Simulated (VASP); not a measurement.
Set up this calculation in VASP 6.6.1, as the native input.

| Quantity | Value |
| --- | --- |
| Task | single point |
| Functional | PBEsol |
| Potentials or basis | VASP PAW PBE potentials, release 64 (Ca_sv) |
| Cutoff | 520 eV |
| k mesh | 10 × 10 × 10 |
| Occupations | gaussian, width 0.1 eV |
| Spin | no spin polarisation |
| Dipole correction | no |
| Further INCAR settings | ALGO = Fast; EDIFF = 1e-07; NBANDS = 17 |

The structure of Ca lies in POSCAR:

```
Ca
1.0
    4.3275204891      0.0000000000      0.0000000000
    0.0000000000      4.3275204891      0.0000000000
    0.0000000000      0.0000000000      4.3060892954
Ca
2
Direct
    0.0000000000      0.0000000000      0.5000000000
    0.5000000000      0.5000000000      0.0000000000
```

This isn't the form of Ca at room conditions, which is fcc.

One way to write it, as run:

INCAR

```
SYSTEM = Ca
PREC = Accurate
ENCUT = 520
EDIFF = 1E-7
ISMEAR = 0
SIGMA = 0.1
LREAL = .False.
LASPH = .True.
NELM = 80
ALGO = Fast
ISIF = 2
LWAVE = .False.
LCHARG = .False.
GGA = PS
NBANDS = 17
```

KPOINTS

```
Automatic mesh
0
Gamma
  10 10 10
  0 0 0
```

Potentials or basis: VASP PAW PBE potentials, release 64 (Ca_sv).

The run is started by

```sh
$ cat potpaw_PBE.64/Ca_sv/POTCAR > POTCAR
$ mpirun -np 1 vasp_std > vasp.out
```

It gave:

```yaml
Pressure: 0.0 GPa
Band_gap_on_the_k_mesh: zero (bands 10 and 11 overlap by 0.37 eV)
```

Caveat: the PAW data sets were made with another functional, which shifts forces and pressure a little.

Run time: 2.2 min on 1 thread of Intel(R) Xeon(R) Platinum 8488C (Sapphire Rapids) (shared host), peak memory 0.27 GiB.
